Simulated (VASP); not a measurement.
Wanted: the native input for a VASP 6.6.1 run.

```yaml
Task: relaxation of cell and atoms
Functional: PBE
Potentials_or_basis: VASP PAW PBE potentials, release 64 (Pb_d, S)
Cutoff: 600 eV
k_mesh: 6 × 6 × 4
Occupations: gaussian, width 0.1 eV
Spin: no spin polarisation
Dipole_correction: no
Further_INCAR_settings: ALGO = Normal; EDIFF = 1e-06; IBRION = 2; EDIFFG = -0.04; NSW = 90; ISIF = 3
```

The structure of PbS lies in POSCAR:

```
PbS
1.0
    4.3391401000      0.0000000000      0.0000000000
   -2.1695700500      3.7578055600      0.0000000000
    0.0000000000      0.0000000000      7.0929922900
Pb S
3 3
Direct
    0.1620798500      0.8379201500      0.6666666700
    0.1620798500      0.3241597000      0.3333333300
    0.6758403000      0.8379201500      0.0000000000
    0.8379201500      0.1620798500      0.6666666700
    0.8379201500      0.6758403000      0.3333333300
    0.3241597000      0.1620798500      0.0000000000
```

The cell was generated, and may not be a known phase.

One way to write it, as run:

INCAR

```
ALGO     = Normal         # electronic algorithm
EDIFF    = 1E-6           # SCF threshold, eV
EDIFFG   = -0.04          # ionic threshold
ENCUT    = 600            # plane-wave cutoff, eV
GGA      = PE             # functional
IBRION   = 2              # ionic algorithm
ISIF     = 3              # what is computed and relaxed
ISMEAR   = 0              # smearing method
LASPH    = True           # aspherical terms in the spheres
LCHARG   = False          # write CHGCAR
LREAL    = False          # projectors in reciprocal space
LWAVE    = False          # write WAVECAR
NELM     = 100            # most SCF steps
NSW      = 90             # ionic steps
PREC     = Accurate       # precision mode
SIGMA    = 0.1            # smearing width, eV
```

KPOINTS

```
k-points
0
Gamma
  6 6 4
```

Potentials or basis: VASP PAW PBE potentials, release 64 (Pb_d, S).

Run with:

```sh
$ cat potpaw_PBE.64/Pb_d/POTCAR potpaw_PBE.64/S/POTCAR > POTCAR
$ mpirun -np 1 vasp_std > vasp.out
```

Results of the run:

```yaml
Relaxed_volume: 30.39 Å³/atom
Relaxed_cell: a = 4.972 Å, b = 4.972 Å, c = 8.517 Å, α = 90.00°, β = 90.00°, γ = 120.00°
Space_group_after_relaxing_to_0.1_Å: P3_212 (No. 153)
Energy_gained_by_relaxing: 1129.7 meV/atom
Ionic_steps: 9
Pressure_after_relaxing: 0.1 GPa
Largest_force_after_relaxing: 0.038 eV/Å
Band_gap_on_the_k_mesh: 0.17 eV (least direct gap 0.30 eV)
```

Caveat: the volume moved by over 15 % at a fixed basis, so the end points are rough; spin-orbit coupling is left out, which moves the levels of the heavy elements.

Run time: 20 min on 1 thread of Intel Xeon 8259CL, on a shared host, peak memory 0.33 GiB.
